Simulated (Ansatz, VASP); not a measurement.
**One calculation of Ti, two programs**

```
Ti
1.0
    -1.59177    1.59177    1.64100
     1.59177   -1.59177    1.64100
     1.59177    1.59177   -1.64100
Ti
1
Direct
  0.00000 0.00000 0.00000
```

Change from the starting cell: x and y stretched by -3 %, z held, crystal datasets.

Alike in both runs: task electric field gradients; functional PBE; k mesh 14 × 14 × 14; occupations fermi-dirac, width 0.05 eV; no spin polarisation.

|  | VASP | Ansatz |
| --- | --- | --- |
| version | VASP 6.6.1 | Ansatz 0.2.0 |
| potentials or method | VASP PAW PBE potentials, release 64 (Ti_sv), cutoff 520 eV | all-electron PAW with datasets made for the crystal, scalar-relativistic |

|  | VASP | Ansatz | Ansatz less VASP |
| --- | --- | --- | --- |
| pressure (GPa) | 3.9 | 4.2 | +0.30 |
| traceless stress, the component that is largest in VASP (GPa) | 0.43 | 0.43 | +0.003 |
| size of Vzz on the site where it differs most (V/Å²) | 0.6 | 0.6 | +0.02 |

Ansatz ran all-electron here, and VASP with PAW potentials.
